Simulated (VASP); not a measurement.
# CuI2: single point with PBE

The system is CuI2.

```
I Cu
1.0
     5.20038    0.00000    0.00000
     0.00000    5.20038    0.00000
     0.00000    0.00000    4.54417
I Cu
2 1
Direct
  0.50000 0.00000 0.00000
  0.00000 0.50000 0.00000
  0.00000 0.00000 0.00000
```

| Quantity | Value |
| --- | --- |
| Program | VASP 6.6.1 |
| Task | single point |
| Functional | PBE |
| Potentials or basis | VASP PAW PBE potentials, release 64 (I, Cu) |
| Cutoff | 520 eV |
| k mesh | 5 × 5 × 6 |
| Occupations | fermi-dirac, width 0.05 eV |
| Spin | no spin polarisation |
| Dipole correction | no |
| Further INCAR settings | ALGO = Normal; EDIFF = 1e-06; NBANDS = 20 |

```
Pressure : 0.8 GPa
```

Stress tensor (GPa, compression positive):
```
0.98 0.00 0.00
0.00 0.98 0.00
0.00 0.00 0.50
```

Levels at points of the mesh, in eV from the Fermi level:
| k point | band 9 | band 10 | band 11 | band 12 | band 13 | band 14 | band 15 | band 16 | band 17 | band 18 |
| --- | --- | --- | --- | --- | --- | --- | --- | --- | --- | --- |
| (0.00, 0.00, 0.00) | -1.85 | -1.74 | -0.53 | -0.53 | -0.46 | 0.84 | 4.51 | 6.36 | 6.97 | 8.04 |
| (0.00, 0.00, 0.50) | -1.97 | -1.76 | -1.23 | -0.45 | -0.45 | 1.31 | 5.65 | 6.38 | 6.41 | 6.41 |

It took 48 s on 1 thread of Intel(R) Xeon(R) 6975P-C (Granite Rapids), with other jobs on the host, peak memory 0.25 GiB.

Caveat: spin-orbit coupling is left out, which moves the levels of the heavy elements; this functional lacks dispersion, which binds the layers, so the pressure and a relaxed spacing across them are unreliable; an odd number of electrons without spin polarisation forces a metal; a magnetic or distorted state may lie lower; semilocal functionals often make such compounds metallic where correlation or magnetic order opens a gap, which also shifts bond lengths.
